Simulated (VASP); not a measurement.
Wanted: the native input for a VASP 6.6.1 run.

```yaml
Task: single point
Functional: PBE
Dispersion: D3(BJ)
Potentials_or_basis: VASP PAW PBE potentials, release 64 (W_sv, S)
Cutoff: 500 eV
k_mesh: 6 × 6 × 6
Occupations: gaussian, width 0.01 eV
Spin: no spin polarisation
Dipole_correction: no
Further_INCAR_settings: ALGO = Normal; EDIFF = 1e-06; NBANDS = 20
```

The structure of WS2 lies in POSCAR:

```
WS2
1.0
    1.5858866948      0.9156121101      6.2374697496
   -1.5858866948      0.9156121101      6.2374697496
    0.0000000000     -1.8312242203      6.2374697496
W S
1 2
Direct
   -0.0000115685     -0.0000115685     -0.0000115685
    0.4167981689      0.4167981689      0.4167981689
    0.2498800663      0.2498800663      0.2498800663
```

The input as run:

INCAR

```
SYSTEM = WS2
ALGO = Normal
EDIFF = 1E-6
ENCUT = 500
GGA = PE
GGA_COMPAT = .FALSE.
ISIF = 2
ISMEAR = 0
IVDW = 12
LASPH = .TRUE.
LCHARG = .FALSE.
LREAL = .FALSE.
LWAVE = .FALSE.
NBANDS = 20
NELM = 120
PREC = Accurate
SIGMA = 0.01
```

KPOINTS

```
k-points
0
G
  6 6 6
  0 0 0
```

Potentials or basis: VASP PAW PBE potentials, release 64 (W_sv, S).

Launch:

```bash
$ cat potpaw_PBE.64/W_sv/POTCAR potpaw_PBE.64/S/POTCAR > POTCAR
$ mpirun -np 1 vasp_std > vasp.out
```

It gave:

```json
{"Pressure": "-0.6 GPa", "Largest force": "0.209 eV/Å", "Band gap on the k mesh": "1.09 eV (least direct gap 1.84 eV)", "Dispersion energy per atom": "-0.418 eV"}
```

Caveat: spin-orbit coupling is left out, which moves the levels of the heavy elements.

Run time: 4 min on 1 thread of Intel Xeon 8259CL, with other jobs on the host, peak memory 0.28 GiB.
